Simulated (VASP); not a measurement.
# TaN (P-6m2) in VASP: further runs, part 2 of 2

VASP 6.6.1. Earlier steps stand in the parts before.

## (3) Electric field gradients, LDA, non-collinear spin, zero start, spin-orbit coupling

This run uses another cell than the first one, of 9.91 Å³/atom.

Contents of INCAR:

```
  PREC = Accurate
  ENCUT = 520
  EDIFF = 1E-8
  ISMEAR = 0
  SIGMA = 0.01
  LREAL = F
  LASPH = T
  NELM = 150
  ALGO = Normal
  ISIF = 2
  LWAVE = F
  LCHARG = F
  MAGMOM = 0 0 0 0 0 0
  LORBIT = 11
  LSORBIT = T
  GGA_COMPAT = F
  LORBMOM = T
  LMAXMIX = 4
  LEFG = T
  NBANDS = 28
```

Contents of KPOINTS:

```
regular mesh
0
Gamma
  10 10 9
```

Contents of POSCAR:

```
TaN
1.0
    2.8574659714      0.0000000000      0.0000000000
   -1.4287329857      2.4746381217      0.0000000000
    0.0000000000      0.0000000000      2.8039735860
Ta N
1 1
Direct
    0.0000000000      0.0000000000      0.5000000000
    0.6666666667      0.3333333333      0.0000000000
```

Potentials or basis: VASP PAW LDA potentials, release 64 (Ta_pv, N).

On the command line:

```sh
$ cat potpaw_LDA.64/Ta_pv/POTCAR potpaw_LDA.64/N/POTCAR > POTCAR
$ mpirun -np 1 vasp_ncl > vasp.out
```

OUTCAR:

```text
PREC = Accurate
   ENCUT = 520
   EDIFF = 1E-8
   ISMEAR = 0
   LREAL = F
   LASPH = T
   NELM = 150
   ISIF = 2
   LORBIT = 11
   LSORBIT = T

 ion  position               nearest neighbor table
   1  0.000  0.000  0.500-   2 2.17   2 2.17   2 2.17   2 2.17   2 2.17   2 2.17
   2  0.667  0.333  0.000-   1 2.17   1 2.17   1 2.17   1 2.17   1 2.17   1 2.17

  LATTYP: Found a hexagonal cell.
 ALAT       =     2.8574659714
 C/A-ratio  =     0.9812797822

  Lattice vectors:

 A1 = (   2.8574659714,   0.0000000000,   0.0000000000)
 A2 = (  -1.4287329857,   2.4746381217,   0.0000000000)
 A3 = (   0.0000000000,   0.0000000000,   2.8039735860)

Analysis of symmetry for initial positions (statically):
=====================================================================
 Subroutine PRICEL returns:
 Original cell was already a primitive cell.

 Routine SETGRP: Setting up the symmetry group for a
 hexagonal supercell.

 Subroutine GETGRP returns: Found 12 space group operations
 (whereof 12 operations were pure point group operations)
 out of a pool of 24 trial point group operations.

The static configuration has the point symmetry D_3h.

Analysis of symmetry for dynamics (positions and initial velocities):
=====================================================================
 Subroutine PRICEL returns:
 Original cell was already a primitive cell.

 Routine SETGRP: Setting up the symmetry group for a
 hexagonal supercell.

 Subroutine GETGRP returns: Found 12 space group operations
 (whereof 12 operations were pure point group operations)
 out of a pool of 24 trial point group operations.

The dynamic configuration has the point symmetry D_3h.

Analysis of structural, dynamic, and magnetic symmetry:
=====================================================================
 Subroutine PRICEL returns:
 Original cell was already a primitive cell.

 Routine SETGRP: Setting up the symmetry group for a
 hexagonal supercell.

[... 983 lines left out ...]
 # of ion     p       d       tot
 ----------------------------------------
  1        -0.000   0.000   0.000
  2         0.000   0.000   0.000
 ----------------------------------------
            0.000   0.000   0.000

 orbital moment (z)

 # of ion     p       d       tot
 ----------------------------------------
  1         0.000   0.000   0.000
  2         0.000   0.000   0.000
 ----------------------------------------
            0.000   0.000   0.000

 Spin-Orbit-Coupling matrix elements

 Ion:    1  E_soc:     -1.3387162
 l=   1
     0.0000000    -0.2058926    -0.2093160
    -0.2058926     0.0000000    -0.2058926
    -0.2093160    -0.2058926     0.0000000
 l=   2
     0.0000000    -0.0028940     0.0000000    -0.0028940    -0.0174573
    -0.0028940     0.0000000    -0.0087381    -0.0017475    -0.0028940
     0.0000000    -0.0087381     0.0000000    -0.0087381     0.0000000
    -0.0028940    -0.0017475    -0.0087381     0.0000000    -0.0028940
    -0.0174573    -0.0028940     0.0000000    -0.0028940     0.0000000
 l=   3
     0.0000000     0.0000000     0.0000000     0.0000000     0.0000000     0.0000000     0.0000000
     0.0000000     0.0000000     0.0000000     0.0000000     0.0000000     0.0000000     0.0000000
     0.0000000     0.0000000     0.0000000     0.0000000     0.0000000     0.0000000     0.0000000
     0.0000000     0.0000000     0.0000000     0.0000000     0.0000000     0.0000000     0.0000000
     0.0000000     0.0000000     0.0000000     0.0000000     0.0000000     0.0000000     0.0000000
     0.0000000     0.0000000     0.0000000     0.0000000     0.0000000     0.0000000     0.0000000
     0.0000000     0.0000000     0.0000000     0.0000000     0.0000000     0.0000000     0.0000000

 Ion:    2  E_soc:     -0.0004963
 l=   1
     0.0000000    -0.0000841    -0.0000801
    -0.0000841     0.0000000    -0.0000841
    -0.0000801    -0.0000841     0.0000000
 l=   2
     0.0000000     0.0000000     0.0000000     0.0000000     0.0000000
     0.0000000     0.0000000     0.0000000     0.0000000     0.0000000
     0.0000000     0.0000000     0.0000000     0.0000000     0.0000000
     0.0000000     0.0000000     0.0000000     0.0000000     0.0000000
     0.0000000     0.0000000     0.0000000     0.0000000     0.0000000
 l=   3
     0.0000000     0.0000000     0.0000000     0.0000000     0.0000000     0.0000000     0.0000000
     0.0000000     0.0000000     0.0000000     0.0000000     0.0000000     0.0000000     0.0000000
     0.0000000     0.0000000     0.0000000     0.0000000     0.0000000     0.0000000     0.0000000
     0.0000000     0.0000000     0.0000000     0.0000000     0.0000000     0.0000000     0.0000000
     0.0000000     0.0000000     0.0000000     0.0000000     0.0000000     0.0000000     0.0000000
     0.0000000     0.0000000     0.0000000     0.0000000     0.0000000     0.0000000     0.0000000
     0.0000000     0.0000000     0.0000000     0.0000000     0.0000000     0.0000000     0.0000000

 total charge

# of ion       s       p       d       tot
------------------------------------------
    1        0.328   6.320   2.603   9.250
    2        1.222   2.541   0.000   3.763
--------------------------------------------------
tot          1.550   8.861   2.603  13.014

 magnetization (x)

# of ion       s       p       d       tot
------------------------------------------
    1        0.000   0.000  -0.000  -0.000
    2        0.000   0.000   0.000   0.000
--------------------------------------------------
tot          0.000   0.000  -0.000  -0.000

 magnetization (y)

# of ion       s       p       d       tot
------------------------------------------
    1        0.000  -0.000   0.000  -0.000
    2        0.000  -0.000   0.000   0.000
--------------------------------------------------
tot          0.000  -0.000   0.000  -0.000

 magnetization (z)

# of ion       s       p       d       tot
------------------------------------------
    1        0.000  -0.000   0.000  -0.000
    2        0.000  -0.000   0.000   0.000
--------------------------------------------------
tot          0.000  -0.000   0.000  -0.000
```

stdout:

```text
POSCAR found type information on POSCAR TaN
 POSCAR found :  2 types and       2 ions
 scaLAPACK will be used
 LDA part: xc-table for (Slater(with rela. corr.)+CA(PZ))
 , standard interpolation
 POSCAR, INCAR and KPOINTS ok, starting setup
 FFT: planning ... GRIDC
 FFT: planning ... GRID_SOFT
 FFT: planning ... GRID
 WAVECAR not read
 entering main loop
ion   1

ion   2
```

Run time: 2 min. Hardware: 1 thread of Intel Xeon Platinum 8375C at 2.90GHz (Ice Lake), shared host; peak memory 0.23 GiB.

Results:

| Item | Value |
| --- | --- |
| Free energy | -25.3128 eV |
| Pressure | 24.6 GPa |
| Net moment | 0.00 μB per cell |
| Largest electric field gradient by atom | Ta +2.8; N -1.1 V/Å² |
| Valence electrons inside the program's atomic spheres | Ta 9.25; N 3.76 |

Moments on the atoms (μB; x, y, z):
```
Ta  0.00 0.00 0.00
N   0.00 0.00 0.00
```

Electric field gradients, principal values (V/Å²):
```tsv
atom	least	middle	greatest (by size)
1 Ta	-1.424	-1.424	2.847
2 N	0.560	0.561	-1.121
```

Caveat: the cell stands under pressure; without QUAD_EFG the Cq values of the log hold for a quadrupole moment of 1 mb, not for the nuclei.
